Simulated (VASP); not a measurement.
A run of VASP 6.6.1:

INCAR

```
PREC = Accurate
ENCUT = 520
EDIFF = 1E-7
ISMEAR = 0
SIGMA = 0.1
LREAL = False
LASPH = True
NELM = 60
ALGO = Normal
ISIF = 2
LWAVE = False
LCHARG = True
GGA = PE
LELF = True
LVHAR = True
NBANDS = 26
```

File KPOINTS:

```
Automatic mesh
0
Gamma
  4 4 4
```

The input POSCAR:

```
Al2Cu
1.0
    3.9563400800      0.0000000000      0.0000000000
    0.0000000000      3.9563400800      0.0000000000
    0.0000000000      0.0000000000      6.0663546000
Al Cu
4 2
Direct
    0.0940100800      0.6844063000      0.8382950500
    0.9059899200      0.3155937000      0.8382950500
    0.3155937000      0.0940100800      0.8382950500
    0.6844063000      0.9059899200      0.8382950500
    0.5000000000      0.5000000000      0.9801757400
    0.5000000000      0.5000000000      0.5099798500
```

Potentials or basis: VASP PAW PBE potentials, release 64 (Al, Cu).

Launch:

```sh
$ cat potpaw_PBE.64/Al/POTCAR potpaw_PBE.64/Cu/POTCAR > POTCAR
$ mpirun -np 1 vasp_std > vasp.out
```

Hardware: 1 thread of Intel(R) Xeon(R) Platinum 8488C (Sapphire Rapids) (shared host).

Estimate the wall time of this run.

Wall time 59 s on 1 thread of Intel(R) Xeon(R) Platinum 8488C (Sapphire Rapids) (shared host), peak memory 0.2 GiB. Counts: scf iterations 27, k points 18.
